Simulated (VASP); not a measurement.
Input of a VASP 6.6.1 run:

INCAR

```
PREC = Accurate
ENCUT = 500
EDIFF = 1E-6
ISMEAR = -1
SIGMA = 0.05
LREAL = False
LASPH = True
NELM = 120
ALGO = Normal
ISIF = 2
LWAVE = False
LCHARG = False
GGA = PE
NBANDS = 13
GGA_COMPAT = False
```

File KPOINTS:

```
Automatic mesh
0
Gamma
  10 10 10
```

Contents of POSCAR:

```
W
1.0
    0.0000000000      2.0698140295      2.0698140295
    2.0698140295      0.0000000000      2.0698140295
    2.0698140295      2.0698140295      0.0000000000
W
1
Direct
    0.0000000000      0.0000000000      0.0000000000
```

Potentials or basis: VASP PAW PBE potentials, release 64 (W_sv).

Command:

```console
$ cat potpaw_PBE.64/W_sv/POTCAR > POTCAR
$ mpirun -np 1 vasp_std > vasp.out
```

(1) Estimate the band gap on the k mesh.

(2) What does it give for the pressure?

Answers

(1) zero (band 7 reaches 12.11 eV, above the bottom of band 8 at 8.97 eV).

(2) -17.6 GPa.

Caveat: spin-orbit coupling is left out, which moves the levels of the heavy elements.
